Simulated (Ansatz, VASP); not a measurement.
**Two plane-wave programs on GaN**

```
Ga N
1.0
     3.18315    0.00000    0.00000
    -1.59157    2.75669    0.00000
     0.00000    0.00000    5.18363
Ga N
2 2
Direct
  0.33333 0.66667 0.99911
  0.66667 0.33333 0.49911
  0.33333 0.66667 0.37589
  0.66667 0.33333 0.87589
```

Alike in both runs: task single point; functional r2SCAN; k mesh 12 × 12 × 6; no spin polarisation.

|  | VASP | Ansatz |
| --- | --- | --- |
| version | VASP 6.6.1 | Ansatz 0.2.0 |
| potentials or method | VASP PAW PBE potentials, release 64 (Ga_d, N) | plane waves, PAW |
| plane-wave cutoff (eV) | 520 | 500 |
| occupations | gaussian, width 0.01 eV | fixed |
| valence electrons in the cell | 36 | 36 |

VASP gave:

- gap on the k mesh at the Fermi level (eV): 2.34
- pressure (GPa): 1.1
- traceless stress, the component that is largest in VASP (GPa): -0.08

Question: Which values does Ansatz return?

Answer: gap on the k mesh at the Fermi level (eV): 2.35; pressure (GPa): 0.0; traceless stress, the component that is largest in VASP (GPa): 0.01.

VASP's potentials were made for PBE, not for r2SCAN.
